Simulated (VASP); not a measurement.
# MgB2: single point with PBE

Crystal: MgB2.

```xyz
3
Lattice="3.0830 0.0000 0.0000 -1.5415 2.6700 0.0000 0.0000 0.0000 3.5210" Properties=species:S:1:pos:R:3 pbc="T T T"
Mg    0.0000    0.0000    0.0000
B     0.0000    1.7800    1.7605
B     1.5415    0.8900    1.7605
```

- Program: VASP 6.6.1
- Task: single point
- Functional: PBE
- Potentials or basis: VASP PAW PBE potentials, release 64 (Mg, B)
- Cutoff: 600 eV
- k mesh: 4 × 4 × 4
- Occupations: fermi-dirac, width 0.2 eV
- Spin: no spin polarisation

| Quantity | Value |
| --- | --- |
| Pressure | -1.4 GPa |
| Band gap on the k mesh | zero (band 4 reaches 5.97 eV, above the bottom of band 5 at 3.99 eV) |

Stress tensor (GPa, compression positive):
```
-2.24  0.00  0.00
 0.00 -2.24  0.00
 0.00  0.00  0.35
```

Levels at points of the mesh, in eV from the Fermi level:
```tsv
k point	band 2	band 3	band 4	band 5	band 6	band 7
(0.00, 0.00, 0.00)	-3.15	0.12	0.12	1.47	6.07	6.07
(0.50, 0.00, 0.00)	-8.06	-2.41	0.00	2.87	3.66	5.15
(0.00, 0.00, 0.50)	-7.62	0.49	0.49	6.40	6.40	7.75
(0.50, 0.00, 0.50)	-7.16	-3.75	-2.12	-1.48	5.48	8.58
```

Wall time 6.9 s on 1 thread of Intel Xeon 6975P-C (shared host), peak memory 0.15 GiB.

Caveat: the k points lie up to 0.59 Å⁻¹ apart.
